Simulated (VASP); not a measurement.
The system is ZnO.

```
Zn O
1.0
     1.43323   -3.52708    0.00000
     1.43323    3.52708    0.00000
     0.00000    0.00000    2.83849
Zn O
1 1
Direct
  0.00000 0.00000 0.00000
  0.50000 0.50000 0.50000
```

```yaml
Program: VASP 6.6.1
Task: relaxation of cell and atoms
Functional: LDA
Potentials_or_basis: VASP PAW LDA potentials, release 64 (Zn, O)
Cutoff: 600 eV
k_mesh: 10 × 10 × 9
Occupations: fermi-dirac, width 0.05 eV
Spin: no spin polarisation
```

At the start: pressure -8.3 GPa; volume 14.35 Å³/atom.

Where does the relaxation end?

Over 20 steps the energy falls by 54.7 meV/atom and the volume is 11.20 Å³/atom (-21.9 %); space group Cmmm (No. 65, to 0.1 Å) before and after.

The path:
```
step  energy change (eV)  largest force (eV/Å)  pressure (GPa)  volume (Å³)
   1              0.0000                0.0000           -8.35        28.70
   2              0.0296                0.0000           11.56        25.69
   3             -0.0478                0.0000           -0.92        27.32
   4             -0.0479                0.0000           -0.59        27.28
   5             -0.0518                0.0000           -0.55        27.03
   6             -0.0637                0.0000           -0.64        26.28
   7             -0.0852                0.0000           -0.45        24.78
   8             -0.0887                0.0000            2.29        21.78
   9             -0.0971                0.0000            0.33        23.43
  10             -0.1017                0.0000            0.12        23.25
  11             -0.1069                0.0000           -0.61        22.94
  12             -0.1073                0.0000           -1.61        22.29
  13             -0.1088                0.0000           -1.14        22.60
  14             -0.1093                0.0000            0.29        22.36
  15             -0.1094                0.0000           -0.07        22.41
  16             -0.1094                0.0000            0.04        22.41
  17             -0.1094                0.0000           -0.09        22.41
  18             -0.1094                0.0000           -0.14        22.41
  19             -0.1094                0.0000           -0.07        22.41
  20             -0.1094                0.0000           -0.05        22.41
```

Final structure:
```
Zn O
1.0
     1.42421   -2.85274    0.00000
     1.42421    2.85274    0.00000
     0.00000    0.00000    2.75787
Zn O
1 1
Direct
  0.00000 0.00000 0.00000
  0.50000 0.50000 0.50000
```

Caveat: the volume moved by over 15 % at a fixed basis, so the end points are rough.
